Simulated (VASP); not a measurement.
GaN:

```xyz
4
Lattice="3.1961 0.0000 0.0000 -1.5981 2.7679 0.0000 0.0000 0.0000 5.1140" Properties=species:S:1:pos:R:3 pbc="T T T"
Ga    0.0000    1.8453    0.0000
Ga    1.5981    0.9226    2.5570
N     0.0000    1.8453    1.9433
N     1.5981    0.9226    4.5003
```

```yaml
Program: VASP 6.6.1
Task: relaxation of cell and atoms
Functional: PBEsol
Potentials_or_basis: VASP PAW PBE potentials, release 64 (Ga_d, N)
Cutoff: 600 eV
k_mesh: 12 × 12 × 6
Occupations: gaussian, width 0.02 eV
Spin: no spin polarisation
```

At the start: pressure 0.7 GPa; volume 11.31 Å³/atom.

Q: How do energy, volume and symmetry change on relaxing?

A: Over 5 steps the energy falls by 2.3 meV/atom and the volume is 11.35 Å³/atom (+0.3 %); space group P6_3mc (No. 186, to 0.05 Å).

Step by step:
```csv
step,energy change (eV),largest force (eV/Å),pressure (GPa),volume (Å³)
1,0.0000,0.0145,0.65,45.24
2,-0.0065,0.1676,-0.52,45.54
3,-0.0069,0.1394,-0.29,45.48
4,-0.0093,0.0316,0.01,45.41
5,-0.0094,0.0031,-0.01,45.40
```

Final structure:
```yaml
crystal:
  lattice:
    - [3.18010, 0.00000, 0.00000]
    - [-1.59005, 2.75404, 0.00000]
    - [0.00000, 0.00000, 5.18324]
  atoms:
    - { symbol: Ga, position: [0.33333, 0.66667, 0.00170] }
    - { symbol: Ga, position: [0.66667, 0.33333, 0.50170] }
    - { symbol: N, position: [0.33333, 0.66667, 0.37830] }
    - { symbol: N, position: [0.66667, 0.33333, 0.87830] }
```

Caveat: the PAW data sets were made with another functional, which shifts forces and pressure a little.
